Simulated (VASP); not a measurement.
Input of a VASP 6.6.1 run:

The input INCAR:

```
SYSTEM = Pd
PREC     = Accurate       ! precision mode
ENCUT    = 520            ! plane-wave cutoff, eV
EDIFF    = 1E-6           ! SCF threshold, eV
ISMEAR   = -1             ! smearing method
SIGMA    = 0.05           ! smearing width, eV
LREAL    = .False.        ! projectors in reciprocal space
LASPH    = .True.         ! aspherical terms in the spheres
NELM     = 80             ! most SCF steps
ALGO     = Normal         ! electronic algorithm
ISIF     = 2              ! what is computed and relaxed
LWAVE    = .False.        ! write WAVECAR
LCHARG   = .True.         ! write CHGCAR
GGA      = CA             ! functional
LELF     = .True.         ! ELF
LVHAR    = .True.       
NBANDS   = 11             ! bands
```

The input KPOINTS:

```
regular mesh
0
Gamma
  18 18 18
  0 0 0
```

POSCAR

```
Pd
1.0
    0.0000000000      1.9449000000      1.9254510000
    1.9449000000      0.0000000000      1.9254510000
    1.9449000000      1.9449000000      0.0000000000
Pd
1
Direct
    0.0000000000      0.0000000000      0.0000000000
```

Potentials or basis: VASP PAW LDA potentials, release 64 (Pd).

The run is started by

```sh
$ cat potpaw_LDA.64/Pd/POTCAR > POTCAR
$ mpirun -np 1 vasp_std > vasp.out
```

Q: What does it give for the band gap on the k mesh?

A: Zero (band 5 reaches 10.14 eV, above the bottom of band 6 at 8.53 eV).

Q: Predict the pressure.

A: -5.9 GPa.

Stress tensor (GPa, compression positive):
```
-6.07  0.00  0.00
 0.00 -6.07  0.00
 0.00  0.00 -5.46
```

Caveat: the cell differs from its parent crystal (zz strain of -1 %).
